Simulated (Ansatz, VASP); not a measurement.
## One calculation of In2Au, two programs

```
In Au
1.0
     0.00000    3.20706    3.20706
     3.20706    0.00000    3.20706
     3.20706    3.20706    0.00000
In Au
2 1
Direct
  0.25000 0.25000 0.25000
  0.75000 0.75000 0.75000
  0.00000 0.00000 0.00000
```

Change from the starting cell: volume scaled by 0.96.

Alike in both runs: task single point; functional LDA; k mesh 10 × 10 × 10; occupations fermi-dirac, width 0.05 eV; no spin polarisation.

|  | VASP | Ansatz |
| --- | --- | --- |
| version | VASP 6.6.1 | Ansatz 0.2.0 |
| potentials or method | VASP PAW LDA potentials, release 64 (In_d, Au), cutoff 520 eV | all-electron LAPW, scalar-relativistic |

VASP gave:

- pressure (GPa): 2.0

**Question.** What did Ansatz give for the same quantities?

**Answer.** Pressure (GPa): 1.9.

LDA's correlation is that of Perdew and Zunger in VASP and of Perdew and Wang (1992) in Ansatz. Ansatz ran all-electron here, and VASP with PAW potentials.

Neither program's run includes spin-orbit coupling.
